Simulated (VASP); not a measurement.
# Re (P-3m1) in VASP: single point with PBEsol

Aim: the single point of Re with PBEsol.

Everything below comes from runs of VASP 6.6.1. Logs are shortened: lines on timing, memory, paths and dates and some standing lists are left out, and cuts for length are marked.

### 1 The cell of the first run

Symmetry: P-3m1, No. 164, trigonal system. The conventional cell has a = 2.704 Å, b = 2.704 Å, c = 4.369 Å, α = 90.00°, β = 90.00°, γ = 120.00°. Within 3.1 Å of Re (site symmetry 3m) lie 12 Re at 2.36 to 3.03 Å.

### 2 Single point, PBEsol (atoms displaced along a vibrational mode, the cell strained)

The input, INCAR:

```
SYSTEM = Re
PREC = Accurate ; ENCUT = 560
EDIFF = 1E-6 ; ISMEAR = 0
SIGMA = 0.15 ; LREAL = .FALSE.
LASPH = .TRUE. ; NELM = 120
ALGO = Normal ; ISIF = 2
LWAVE = .FALSE. ; LCHARG = .FALSE.
GGA = PS ; NBANDS = 22
GGA_COMPAT = .FALSE.
```

The input, KPOINTS:

```
regular mesh
0
G
  18 18 10
  0 0 0
```

The input, POSCAR:

```
Re
1.0
    2.7043653769      0.0000000000      0.0000000000
   -1.3521826885      2.3420491175      0.0000000000
    0.0000000000      0.0000000000      4.3690872859
Re
2
Direct
    0.3333333333      0.6666666667      0.2031878430
    0.6666666667      0.3333333333      0.7968121570
```

Potentials or basis: VASP PAW PBE potentials, release 64 (Re_sv_GW).

Run with:

```sh
> cat potpaw_PBE.64/Re_sv_GW/POTCAR > POTCAR
> mpirun -np 1 vasp_std > vasp.out
```

OUTCAR:

```text
SYSTEM = Re
   PREC = Accurate
   ENCUT = 560
   EDIFF = 1E-6
   ISMEAR = 0
   LREAL = .FALSE.
   LASPH = .TRUE.
   NELM = 120
   ISIF = 2
   GGA = PS

 ion  position               nearest neighbor table
   1  0.333  0.667  0.203-   2 2.36   2 2.36   2 2.36   2 3.03   2 3.03   2 3.03
   2  0.667  0.333  0.797-   1 2.36   1 2.36   1 2.36   1 3.03   1 3.03   1 3.03

  LATTYP: Found a hexagonal cell.
 ALAT       =     2.7043653769
 C/A-ratio  =     1.6155684151

  Lattice vectors:

 A1 = (   2.7043653769,   0.0000000000,   0.0000000000)
 A2 = (  -1.3521826885,   2.3420491175,   0.0000000000)
 A3 = (   0.0000000000,   0.0000000000,   4.3690872859)

Analysis of symmetry for initial positions (statically):
=====================================================================
 Subroutine PRICEL returns:
 Original cell was already a primitive cell.

 Routine SETGRP: Setting up the symmetry group for a
 hexagonal supercell.

 Subroutine GETGRP returns: Found 12 space group operations
 (whereof 12 operations were pure point group operations)
 out of a pool of 24 trial point group operations.

The static configuration has the point symmetry D_3d.

Analysis of symmetry for dynamics (positions and initial velocities):
=====================================================================
 Subroutine PRICEL returns:
 Original cell was already a primitive cell.

 Routine SETGRP: Setting up the symmetry group for a
 hexagonal supercell.

 Subroutine GETGRP returns: Found 12 space group operations
 (whereof 12 operations were pure point group operations)
 out of a pool of 24 trial point group operations.

The dynamic configuration has the point symmetry D_3d.

 Subroutine INISYM returns: Found 12 space group operations
 (whereof 12 operations are pure point group operations),
 and found     1 'primitive' translations

----------------------------------------------------------------------------------------

                                     Primitive cell

  volume of cell :      27.6727

  direct lattice vectors                    reciprocal lattice vectors
     2.704365377  0.000000000  0.000000000     0.369772520  0.213488264  0.000000000
    -1.352182688  2.342049118  0.000000000     0.000000000  0.426976528  0.000000000
     0.000000000  0.000000000  4.369087286     0.000000000  0.000000000  0.228880756

  length of vectors
     2.704365377  2.704365377  4.369087286     0.426976528  0.426976528  0.228880756

  position of ions in fractional coordinates (direct lattice)
     0.333333333  0.666666667  0.203187843
     0.666666667  0.333333333  0.796812157

  ion indices of the primitive-cell ions
   primitive index   ion index
                 1           1
                 2           2

----------------------------------------------------------------------------------------

 KPOINTS: regular mesh

Automatic generation of k-mesh.
 Grid dimensions read from file:
 generate k-points for:   18   18   10

 Generating k-lattice:

  Cartesian coordinates                     Fractional coordinates (reciprocal lattice)
     0.020542918  0.011860459  0.000000000     0.055555556 -0.000000000  0.000000000
     0.000000000  0.023720918  0.000000000     0.000000000  0.055555556  0.000000000
     0.000000000  0.000000000  0.022888076     0.000000000  0.000000000  0.100000000

  Length of vectors
     0.023720918  0.023720918  0.022888076

  Shift w.r.t. Gamma in fractional coordinates (k-lattice)
     0.000000000  0.000000000  0.000000000

 Subroutine IBZKPT returns following result:
 ===========================================

 Found    330 irreducible k-points:

 Following reciprocal coordinates:
            Coordinates               Weight
  0.000000  0.000000  0.000000      1.000000
  0.055556  0.000000  0.000000      6.000000
  0.111111  0.000000  0.000000      6.000000
  0.166667  0.000000  0.000000      6.000000
  0.222222  0.000000  0.000000      6.000000
  0.277778  0.000000  0.000000      6.000000
[... 16 lines left out ...]
  0.333333  0.111111  0.000000     12.000000
  0.388889  0.111111  0.000000     12.000000
 [... further k-points ...]
   k-points           NKPTS =    330   k-points in BZ     NKDIM =    330   number of bands    NBANDS=     22
   number of dos      NEDOS =    301   number of ions     NIONS =      2
   total plane-waves  NPLWV =  20736
   dimension x,y,z NGX =    24 NGY =   24 NGZ =   36
   dimension x,y,z NGXF=    48 NGYF=   48 NGZF=   72
   ions per type =               2
   NGX,Y,Z   is equivalent  to a cutoff of  14.75, 14.75, 13.70 a.u.
   NGXF,Y,Z  is equivalent  to a cutoff of  29.51, 29.51, 27.40 a.u.
 SYSTEM =  Re
   PREC   = accura    normal or accurate (medium, high low for compatibility)
   ISTART =      0    job   : 0-new  1-cont  2-samecut
   ICHARG =      2    charge: 1-file 2-atom 10-const
   ISPIN  =      1    spin polarized calculation?
   LNONCOLLINEAR =      F non collinear calculations
   LSORBIT =      F    spin-orbit coupling
   LASPH  =      T    aspherical Exc in radial PAW
   ENCUT  =  560.0 eV  41.16 Ry    6.42 a.u.   5.22  5.22  8.43*2*pi/ulx,y,z
   NELM   =    120;   NELMIN=  2; NELMDL= -5     # of ELM steps
   EDIFF  = 0.1E-05   stopping-criterion for ELM
   LREAL  =      F    real-space projection
   EDIFFG = 0.1E-04   stopping-criterion for IOM
   NSW    =      0    number of steps for IOM
   IBRION =     -1    ionic relax: 0-MD 1-quasi-New 2-CG
   NFREE  =      0    steps in history (QN), initial steepest desc. (CG)
   ISIF   =      2    stress and relaxation
   ISYM   =      2    0-nonsym 1-usesym 2-fastsym
   POTIM  = 0.5000    time-step for ionic-motion
   TEBEG  =    0.0;   TEEND  =   0.0 temperature during run
   PSTRESS=    0.0 pullay stress
   NELECT =      30.0000    total number of electrons
   NUPDOWN=      -1.0000    fix difference up-down
   EMIN   =  10.00;   EMAX   =-10.00  energy-range for DOS
   EFERMI =   0.00;   METHOD = LEGACY
   ISMEAR =     0;   SIGMA  =   0.15  broadening in eV -4-tet -1-fermi 0-gaus
   EFERMI_NEDOS =   21; number of points for ismear=-14 and -15
   IALGO  =     38    algorithm
   IMIX   =      4    mixing-type and parameters
     AMIX     =   0.40;   BMIX     =  1.00
     AMIX_MAG =   1.60;   BMIX_MAG =  1.00
  volume/ion in A,a.u.               =      13.84        93.37
  Fermi-wavevector in a.u.,A,eV,Ry     =   1.681762  3.178069 38.481680  2.828324
  Thomas-Fermi vector in A             =   2.765261
   LORBIT       =      0    0 simple, 1 ext, 2 COOP (PROOUT), +10 PAW based schemes
   GGA     = PS    functional components
   LHFCALC =     F    Hartree Fock is set to
   AEXX    =    0.0000 exact exchange contribution
   IVDW    =     0    specifies the selected vdW correction
   LEPSILON=     F    determine dielectric tensor
   LRPA    =     F    only Hartree local field effects (RPA)
 non-spin polarized calculation
 Gauss-broadening in eV      SIGMA  =   0.15
  energy-cutoff  :      560.00
  volume of cell :       27.67
 maximum number of plane-waves:       848
 NGX is ok and might be reduce to    24
   NGX = 11   NGY = 11   NGZ = 17

 number of electron      29.9999999 magnetization

 Free energy of the ion-electron system (eV)
  ---------------------------------------------------
  ext. energy  EPLUGINS =         0.00000000
  ---------------------------------------------------
  free energy    TOTEN  =       -28.60471388 eV

  energy without entropy =      -28.58846415  energy(sigma->0) =      -28.59658901

 E-fermi :  13.9779     XC(G=0): -14.6014

 val. band max:       13.9710944995   @ k =   0.0556   0.0556   0.4000
 cond. band min:      13.9874591474   @ k =   0.5000   0.0000   0.0000
 fundamental gap:      0.0163646478
 Fermi energy:        13.9778838162

 k-point     1 :       0.0000    0.0000    0.0000
  band No.  band energies     occupation
      1     -66.0088      2.00000
      2     -65.6134      2.00000
      3     -28.8810      2.00000
      4     -27.3945      2.00000
      5     -27.3945      2.00000
      6     -26.8838      2.00000
[... 14 lines left out ...]
     21      21.7863      0.00000
     22      26.9560      0.00000

 k-point     2 :       0.0556    0.0000    0.0000
  band No.  band energies     occupation
      1     -66.0031      2.00000
      2     -65.6128      2.00000
      3     -28.8694      2.00000
      4     -27.4474      2.00000
      5     -27.4087      2.00000
      6     -26.9149      2.00000
[... 14 lines left out ...]
     21      21.9309      0.00000
     22      27.2765      0.00000

 k-point     3 :       0.1111    0.0000    0.0000
  band No.  band energies     occupation
      1     -65.9867      2.00000
      2     -65.6120      2.00000
      3     -28.8373      2.00000
      4     -27.5904      2.00000
      5     -27.4490      2.00000
      6     -27.0033      2.00000
[... 14 lines left out ...]
     21      22.3245      0.00000
     22      28.1850      0.00000

 k-point     4 :       0.1667    0.0000    0.0000
  band No.  band energies     occupation
      1     -65.9607      2.00000
      2     -65.6113      2.00000
      3     -28.7910      2.00000
      4     -27.7886      2.00000
      5     -27.5085      2.00000
      6     -27.1291      2.00000
[... 14 lines left out ...]
     21      22.9148      0.00000
     22      29.4969      0.00000

 k-point     5 :       0.2222    0.0000    0.0000
  band No.  band energies     occupation
      1     -65.9273      2.00000
      2     -65.6119      2.00000
      3     -28.7417      2.00000
      4     -28.0116      2.00000
      5     -27.5787      2.00000
      6     -27.2645      2.00000
[... 417 lines left out ...]
 k-point    22 :       0.2778    0.1111    0.0000
  band No.  band energies     occupation
      1     -65.8388      2.00000
      2     -65.6235      2.00000
      3     -28.6837      2.00000
      4     -28.4000      2.00000
      5     -27.8669      2.00000
      6     -27.3608      2.00000
[... 14 lines left out ...]
     21      25.9467      0.00000
     22      26.4400      0.00000

 k-point    23 :       0.3333    0.1111    0.0000
  band No.  band energies     occupation
      1     -65.8034      2.00000
      2     -65.6337      2.00000
      3     -28.7031      2.00000
      4     -28.5290      2.00000
      5     -27.9051      2.00000
      6     -27.3849      2.00000
[... 14 lines left out ...]
     21      24.7785      0.00000
     22      25.8892      0.00000

 k-point    24 :       0.3889    0.1111    0.0000
  band No.  band energies     occupation
      1     -65.7760      2.00000
      2     -65.6445      2.00000
      3     -28.7381      2.00000
      4     -28.5981      2.00000
      5     -27.9266      2.00000
      6     -27.3802      2.00000
[... 14 lines left out ...]
     21      24.0702      0.00000
     22      25.2208      0.00000

 [... further k-points ...]
[... 5 lines left out ...]
  --------------------------------------------------------------------------------------
  -------------------------------------------------------------------------------------
  Total        8.7830551      8.7830551     12.2593632     -0.0000000     -0.0000000      0.0000000
  in kB      508.5153917    508.5153916    709.7843307     -0.0000000     -0.0000000      0.0000000
  external PRESSURE =     575.6050380 kB  Pullay stress =       0.0000000 kB

 VOLUME and BASIS-vectors are now :
 -----------------------------------------------------------------------------
  energy-cutoff  :      560.00
  volume of cell :       27.67
      direct lattice vectors                 reciprocal lattice vectors
     2.704365377  0.000000000  0.000000000     0.369772520  0.213488264  0.000000000
    -1.352182688  2.342049118  0.000000000     0.000000000  0.426976528  0.000000000
     0.000000000  0.000000000  4.369087286     0.000000000  0.000000000  0.228880756

 POSITION                                       TOTAL-FORCE (eV/Angst)
 -----------------------------------------------------------------------------------
     -0.00000      1.56137      0.88775         0.000000     -0.000000      8.667905
      1.35218      0.78068      3.48134        -0.000000      0.000000     -8.667905
 -----------------------------------------------------------------------------------
    total drift:                                0.000000     -0.000000     -0.000000

  FREE ENERGIE OF THE ION-ELECTRON SYSTEM (eV)
  ---------------------------------------------------
  free  energy   TOTEN  =       -28.6047138811 eV

  energy  without entropy=      -28.5884641476  energy(sigma->0) =      -28.59658901
```

Run time: 1.8 min. Hardware: 1 thread of Intel Xeon 6975P-C (Granite Rapids), shared host; peak memory 0.31 GiB.

What came out:

```
Free energy            : -28.6047 eV
Pressure               : 57.6 GPa
Largest force          : 8.668 eV/Å
Band gap on the k mesh : zero (bands 15 and 16 overlap by 3.17 eV)
```

Forces in eV/Å, atoms in the order of the input:
```
Re   0.000  0.000  8.668
Re   0.000  0.000 -8.668
```

Caveat: the cell differs from its parent crystal (atoms displaced along a vibrational mode, the cell strained); the stress differs along the axes, from 51 to 71 GPa; the PAW data sets were made with another functional, which shifts forces and pressure a little; spin-orbit coupling is left out, which moves the levels of the heavy elements.
